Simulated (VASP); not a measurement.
Here is a VASP 6.6.1 calculation.

The input INCAR:

```
PREC = Accurate
ENCUT = 520
EDIFF = 1E-7
ISMEAR = 0
SIGMA = 0.05
LREAL = F
LASPH = T
NELM = 100
ALGO = Normal
ISIF = 2
LWAVE = F
LCHARG = F
GGA = PE
NBANDS = 16
```

Contents of KPOINTS:

```
Automatic mesh
0
Gamma
  9 9 3
```

Contents of POSCAR:

```
LiB2C2
1.0
    2.7146440000      0.0000000000      0.0000000000
   -1.3573220000      2.3509510000      0.0000000000
    0.0000000000      0.0000000000      7.1180530000
Li B C
1 2 2
Direct
    0.0000000000      0.0000000000      0.5000000000
    0.3333330000      0.6666670000      0.7498130000
    0.6666670000      0.3333330000      0.2501870000
    0.3333330000      0.6666670000      0.2582190000
    0.6666670000      0.3333330000      0.7417810000
```

Potentials or basis: VASP PAW PBE potentials, release 64 (Li_sv, B, C).

Command:

```bash
$ cat potpaw_PBE.64/Li_sv/POTCAR potpaw_PBE.64/B/POTCAR potpaw_PBE.64/C/POTCAR > POTCAR
$ mpirun -np 1 vasp_std > vasp.out
```

Problem. What does it give for the largest force?

Solution. 0.039 eV/Å.

Forces on the atoms (eV/Å):
```
Li   0.000  0.000  0.000
B    0.000  0.000  0.039
B    0.000  0.000 -0.039
C    0.000  0.000  0.001
C    0.000  0.000 -0.001
```
